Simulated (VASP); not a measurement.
Set up this calculation in VASP 6.6.1, as the native input.

```
Task                   : single point
Functional             : PBE
Potentials or basis    : VASP PAW PBE potentials, release 64 (Ti_sv, C)
Cutoff                 : 520 eV
k mesh                 : 18 × 18 × 18
Occupations            : gaussian, width 0.15 eV
Spin                   : no spin polarisation
Dipole correction      : no
Further INCAR settings : ALGO = Normal; EDIFF = 1e-06; NBANDS = 15
```

The structure of TiC lies in POSCAR:

```
TiC
1.0
    0.0000000000      2.1640000000      2.1640000000
    2.1640000000      0.0000000000      2.1640000000
    2.1640000000      2.1640000000      0.0000000000
Ti C
1 1
Direct
   -0.0173290203     -0.0173290203      0.0173290203
    0.5000000000      0.5000000000      0.5000000000
```

This cell differs from its parent crystal: all Ti atoms moved +0.075 Å, as atom 1 towards its neighbour atom 2 (C) at 2.164 Å.

These files were run (other wordings do the same):

INCAR

```
PREC = Accurate
ENCUT = 520
EDIFF = 1E-6
ISMEAR = 0
SIGMA = 0.15
LREAL = False
LASPH = True
NELM = 80
ALGO = Normal
ISIF = 2
LWAVE = False
LCHARG = False
GGA = PE
NBANDS = 15
```

KPOINTS

```
regular mesh
0
Gamma
  18 18 18
```

Potentials or basis: VASP PAW PBE potentials, release 64 (Ti_sv, C).

Launch:

```sh
$ cat potpaw_PBE.64/Ti_sv/POTCAR potpaw_PBE.64/C/POTCAR > POTCAR
$ mpirun -np 1 vasp_std > vasp.out
```

Results of the run:

* Pressure: 1.7 GPa
* Largest force: 0.695 eV/Å
* Band gap on the k mesh: zero (bands 8 and 9 overlap by 1.12 eV)

Caveat: the cell differs from its parent crystal (all Ti atoms moved +0.075 Å, as atom 1 towards its neighbour atom 2 (C) at 2.164 Å).

Wall time 2.9 min on 1 thread of Intel Xeon 8259CL (shared host), peak memory 0.26 GiB.
